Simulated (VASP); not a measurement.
Input of a VASP 6.6.1 run:

Contents of INCAR:

```
PREC = Accurate
ENCUT = 600
EDIFF = 1E-6
ISMEAR = -1
SIGMA = 0.05
LREAL = False
LASPH = True
NELM = 100
ALGO = Normal
ISIF = 3
LWAVE = False
LCHARG = False
GGA = B5
ALDAX = 1.0
AGGAX = 1.0
AGGAC = 1.0
ALDAC = 0.0
IVDW = 12
VDW_S6 = 1.0
VDW_S8 = 2.6996
VDW_A1 = 0.4298
VDW_A2 = 4.2359
IBRION = 2
NSW = 60
EDIFFG = -0.01
```

KPOINTS

```
Automatic mesh
0
Gamma
  7 7 3
```

File POSCAR:

```
Br
1.0
    3.3632500000     -2.3225500000      0.0000000000
    3.3632500000      2.3225500000      0.0000000000
    0.0000000000      0.0000000000      8.7023000000
Br
4
Direct
    0.3651000000      0.6349000000      0.3901000000
    0.1349000000      0.8651000000      0.8901000000
    0.6349000000      0.3651000000      0.6099000000
    0.8651000000      0.1349000000      0.1099000000
```

Potentials or basis: VASP PAW PBE potentials, release 64 (Br).

Launch:

```bash
$ cat potpaw_PBE.64/Br/POTCAR > POTCAR
$ mpirun -np 1 vasp_std > vasp.out
```

Problem. Estimate the relaxed volume.

Solution. 30.41 Å³/atom.

Problem. What does it give for the space group after relaxing (to 0.1 Å)?

Solution. Cmce (No. 64).

Problem. What does it give for the relaxed cell?

Solution. a = 3.968 Å, b = 3.968 Å, c = 8.611 Å, α = 90.00°, β = 90.00°, γ = 63.81°.

The path:
```tsv
step	energy change (eV)	largest force (eV/Å)	pressure (GPa)	volume (Å³)
1	0.0000	1.3329	1.09	135.95
2	-0.0318	0.4883	-2.90	140.48
3	-0.1086	0.1846	-1.32	138.26
4	-0.1584	0.1824	-1.06	133.81
5	-0.2342	0.1934	0.55	120.98
6	-0.2392	0.2206	-0.18	120.52
7	-0.2415	0.1305	0.07	120.70
8	-0.2495	0.1037	0.07	120.91
9	-0.2607	0.0261	0.10	121.46
10	-0.2607	0.0239	0.10	121.49
11	-0.2599	0.0625	-0.29	122.29
12	-0.2609	0.0125	-0.03	121.73
13	-0.2609	0.0123	-0.03	121.73
14	-0.2609	0.0117	-0.01	121.70
15	-0.2609	0.0122	-0.02	121.72
16	-0.2610	0.0049	-0.01	121.64
```

Caveat: the PAW data sets were made with another functional, which shifts forces and pressure a little.
